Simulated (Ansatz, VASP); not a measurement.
# Two plane-wave programs on Al3P2

Contents of INCAR:

```
PREC = Accurate
ENCUT = 600
EDIFF = 1E-6
ISMEAR = 0
SIGMA = 0.1
LREAL = False
LASPH = True
NELM = 80
ALGO = Normal
ISIF = 3
LWAVE = False
LCHARG = False
GGA = PE
IBRION = 2
NSW = 90
EDIFFG = -0.04
```

Contents of KPOINTS:

```
regular mesh
0
Gamma
  6 6 4
```

Contents of POSCAR:

```
Al3P2
1.0
    3.4548941717      0.0000000000      0.0000000000
    0.0000000000      3.4548941717      0.0000000000
    0.0000000000      0.0000000000      7.1263723361
Al P
3 2
Direct
    0.5000000000      0.5000000000      0.0000000000
    0.0000000000      0.0000000000      0.2063650699
    0.0000000000      0.0000000000      0.7936349301
    0.0000000000      0.5000000000      0.5000000000
    0.5000000000      0.0000000000      0.5000000000
```

Input for Ansatz:

```yaml
crystal:
  lattice:
    - [3.4548941717, 0.0, 0.0]
    - [0.0, 3.4548941717, 0.0]
    - [0.0, 0.0, 7.1263723361]
  atoms:
    - { symbol: Al, position: [0.5, 0.5, 0.0] }
    - { symbol: Al, position: [0.0, 0.0, 0.2063650699] }
    - { symbol: Al, position: [0.0, 0.0, 0.7936349301] }
    - { symbol: P, position: [0.0, 0.5, 0.5] }
    - { symbol: P, position: [0.5, 0.0, 0.5] }
basis:
  ecutwfc: 420
kpoints:
  mp_grid: { grid: [6, 6, 4] }
hamiltonian:
  xc: pbe
scf:
  occupations: { method: gaussian, width: 0.1 }
  lower_state_search: "off"
output:
  forces: true
  stress: true
  eigenvalues: true
relax:
  adjacent_minimum: "off"
  f_tol: 0.04
  max_steps: 70
  cell: { stress_tol: 0.4 }
```

Alike in both runs: task relaxation of cell and atoms; functional PBE; k mesh 6 × 6 × 4; occupations gaussian, width 0.1 eV; no spin polarisation.

|  | VASP | Ansatz |
| --- | --- | --- |
| version | VASP 6.6.1 | Ansatz 0.2.0 |
| potentials or method | VASP PAW PBE potentials, release 64 (Al, P), cutoff 600 eV | scalar-relativistic, plane waves, PAW |
| valence electrons in the cell | 19 | 19 |

Ansatz gave:

| Quantity | Value |
| --- | --- |
| gap on the k mesh at the Fermi level, each at its own relaxed structure (eV) | none |
| relaxed volume (Å³/atom) | 17.17 |
| relaxed length of the cell vector where the two differ most in proportion (Å) | 7.264 |

Problem. Which values does VASP return?

Solution. gap on the k mesh at the Fermi level, each at its own relaxed structure (eV): none; relaxed volume (Å³/atom): 17.13; relaxed length of the cell vector where the two differ most in proportion (Å): 7.285.

A gap of «none» marks a metal or a gap that the smearing closes.
